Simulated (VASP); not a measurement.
A run of VASP 6.6.1 is set up as follows.

The input INCAR:

```
SYSTEM = Te2Mo
PREC     = Accurate       ! precision mode
ENCUT    = 520            ! plane-wave cutoff, eV
EDIFF    = 1E-6           ! SCF threshold, eV
ISMEAR   = -1             ! smearing method
SIGMA    = 0.05           ! smearing width, eV
LREAL    = .FALSE.        ! projectors in reciprocal space
LASPH    = .TRUE.         ! aspherical terms in the spheres
NELM     = 100            ! most SCF steps
ALGO     = Normal         ! electronic algorithm
ISIF     = 2              ! what is computed and relaxed
LWAVE    = .FALSE.        ! write WAVECAR
LCHARG   = .TRUE.         ! write CHGCAR
GGA      = PS             ! functional
IVDW     = 12             ! dispersion correction
LELF     = .TRUE.         ! ELF
LVHAR    = .TRUE.       
NBANDS   = 35             ! bands
```

The input KPOINTS:

```
Automatic mesh
0
G
  9 9 2
  0 0 0
```

File POSCAR:

```
Te2Mo
1.0
    3.4341260397      0.0000000000      0.0000000000
   -1.7170630198      2.9740403902      0.0000000000
    0.0000000000      0.0000000000     13.3362175192
Te Mo
4 2
Direct
    0.6666666667      0.3333333333      0.3861353350
    0.3333333333      0.6666666667      0.8861353350
    0.6666666667      0.3333333333      0.1138646650
    0.3333333333      0.6666666667      0.6138646650
    0.6666666667      0.3333333333      0.7500000000
    0.3333333333      0.6666666667      0.2500000000
```

Potentials or basis: VASP PAW PBE potentials, release 64 (Te, Mo_sv).

Launch:

```sh
$ cat potpaw_PBE.64/Te/POTCAR potpaw_PBE.64/Mo_sv/POTCAR > POTCAR
$ mpirun -np 1 vasp_std > vasp.out
```

Task: Predict the band gap on the k mesh.

Result: 0.42 eV, indirect (least direct gap 0.79 eV).

Task: Predict the pressure.

Result: 0.2 GPa.

Task: Predict the largest force.

Result: 0.031 eV/Å.

Stress tensor (GPa, compression positive):
```
0.11 0.00 0.00
0.00 0.11 0.00
0.00 0.00 0.23
```

Caveat: the PAW data sets were made with another functional, which shifts forces and pressure a little; spin-orbit coupling is left out, which moves the levels of the heavy elements.

**The experiment to reproduce.**

From “Broadband infrared study of pressure-tunable Fano resonance and metallization transition in 2H-MoTe2”, 2022, pmc:9569381, for a bulk crystal of Te2Mo at 300 K: band gap 0.88 ± 0.05 eV (indirect).

Measured gap of Te2Mo: 0.88 eV (indirect; 300 K; quoted in “Broadband infrared study of pressure-tunable Fano resonance and metallization transition in 2H-MoTe2”, 2022, pmc:9569381). This calculation gives 0.42 eV (-0.46 eV). Spin-orbit coupling on Mo, Te is left out. The value is that of PBEsol+D3(BJ) on a finite k mesh, which can miss the band edges, without temperature or zero-point motion. Semilocal functionals fall short of measured gaps as a rule.
